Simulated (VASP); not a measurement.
Here is a VASP 6.6.1 calculation.

The input INCAR:

```
  ALGO = Normal
  EDIFF = 1E-6
  ENCUT = 400
  GGA = PE
  GGA_COMPAT = False
  ISIF = 2
  ISMEAR = -1
  ISYM = -1
  LASPH = True
  LCHARG = False
  LREAL = Auto
  LWAVE = False
  NBANDS = 78
  NELM = 120
  PREC = Accurate
  SIGMA = 0.05
```

File KPOINTS:

```
explicit points
1
Reciprocal
  0.25000000   0.25000000   0.25000000 1
```

Contents of POSCAR:

```
Si5Ni
1.0
    7.1614510000     -0.0505580000     -0.0272950000
   -0.0505580000      7.1365650000     -0.2213880000
   -0.0272950000     -0.2213880000      7.0643700000
Si Ni
20 4
Direct
    0.6827636256      0.3952343963      0.8146909329
    0.3461491155      0.3384565071      0.8514836212
    0.8350629752      0.8212183245      0.4489621759
    0.4443991821      0.6300587977      0.1740411860
    0.7512061329      0.4614171260      0.1668285192
    0.8826532211      0.2026007416      0.4377616677
    0.9014283437      0.7426543112      0.0937826359
    0.4714035437      0.1152611429      0.5744277825
    0.7947478119      0.8229191027      0.7819882107
    0.7279064347      0.1198525646      0.1222113402
    0.9176079548      0.1656852569      0.7848943128
    0.0566547427      0.1173155914      0.1253681015
    0.1544786333      0.7065461561      0.7449204012
    0.2141160926      0.3259083017      0.5292043715
    0.4627557212      0.8018728088      0.9031447864
    0.5395216239      0.9407617992      0.3069660304
    0.1688657393      0.9424543612      0.4737171576
    0.4486363420      0.5599703677      0.6407473347
    0.8926607742      0.5243494279      0.5541430937
    0.1512236741      0.4759398676      0.1041349796
    0.2060512210      0.6092039897      0.4159951448
    0.5975913045      0.0819714172      0.8388545253
    0.2249529504      0.8662095559      0.1644516768
    0.2234670955      0.0091933300      0.8113888184
```

Potentials or basis: VASP PAW PBE potentials, release 64 (Si, Ni).

Run with:

```console
$ cat potpaw_PBE.64/Si/POTCAR potpaw_PBE.64/Ni/POTCAR > POTCAR
$ mpirun -np 1 vasp_std > vasp.out
```

(1) Predict the pressure.

(2) Estimate the largest force.

Results:

(1) 4.5 GPa.

(2) 1.971 eV/Å.

Caveat: the atoms stand as in a frame of molecular dynamics.
